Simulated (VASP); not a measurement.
Ti: relaxation of cell and atoms with r2SCAN

The system is Ti.

```
Ti
1.0
     2.93616    0.00000    0.00000
    -1.46808    2.54279    0.00000
     0.00000    0.00000    4.63785
Ti
2
Direct
  0.33333 0.66667 0.25000
  0.66667 0.33333 0.75000
```

```yaml
Program: VASP 6.6.1
Task: relaxation of cell and atoms
Functional: r2SCAN
Potentials_or_basis: VASP PAW PBE potentials, release 64 (Ti_sv)
Cutoff: 600 eV
k_mesh: 15 × 15 × 8
Occupations: fermi-dirac, width 0.15 eV
Spin: no spin polarisation
Dipole_correction: no
Further_INCAR_settings: ALGO = Normal; EDIFF = 1e-07; IBRION = 2; EDIFFG = -0.001; NSW = 80; ISIF = 3
```

* Relaxed volume: 17.42 Å³/atom
* Relaxed cell: a = 2.940 Å, b = 2.940 Å, c = 4.653 Å, α = 90.00°, β = 90.00°, γ = 120.00°
* Space group after relaxing (to 0.05 Å): P6_3/mmc (No. 194)
* Energy gained by relaxing: 0.3 meV/atom
* Ionic steps: 6
* Pressure after relaxing: 0.0 GPa
* Band gap on the k mesh: zero (band 12 reaches 9.23 eV, above the bottom of band 13 at 8.02 eV)

The path:
| step | energy change (eV) | largest force (eV/Å) | pressure (GPa) | volume (Å³) |
| --- | --- | --- | --- | --- |
| 1 | 0.0000 | 0.0000 | 0.74 | 34.63 |
| 2 | -0.0002 | 0.0000 | -0.59 | 35.03 |
| 3 | -0.0005 | 0.0000 | -0.02 | 34.85 |
| 4 | -0.0005 | 0.0000 | 0.00 | 34.85 |
| 5 | -0.0005 | 0.0000 | 0.00 | 34.85 |
| 6 | -0.0005 | 0.0000 | 0.01 | 34.84 |

Final structure:
```yaml
crystal:
  lattice:
    - [2.94045, 0.00000, 0.00000]
    - [-1.47023, 2.54651, 0.00000]
    - [0.00000, 0.00000, 4.65346]
  atoms:
    - { symbol: Ti, position: [0.33333, 0.66667, 0.25000] }
    - { symbol: Ti, position: [0.66667, 0.33333, 0.75000] }
```

Levels at points of the mesh, in eV from the Fermi level:
| k point | band 8 | band 9 | band 10 | band 11 | band 12 | band 13 | band 14 | band 15 | band 16 |
| --- | --- | --- | --- | --- | --- | --- | --- | --- | --- |
| (0.00, 0.00, 0.00) | -33.99 | -6.57 | -2.81 | 0.60 | 0.91 | 0.91 | 1.03 | 1.44 | 1.44 |
| (0.00, 0.00, 0.50) | -34.04 | -4.64 | -4.64 | 0.12 | 0.12 | 0.82 | 0.82 | 0.82 | 0.82 |

It took 16 min on 1 thread of Intel(R) Xeon(R) Platinum 8375C CPU @ 2.90GHz (Ice Lake), with other jobs on the host, peak memory 0.22 GiB.

Caveat: the PAW data sets were made with another functional, which shifts forces and pressure a little.
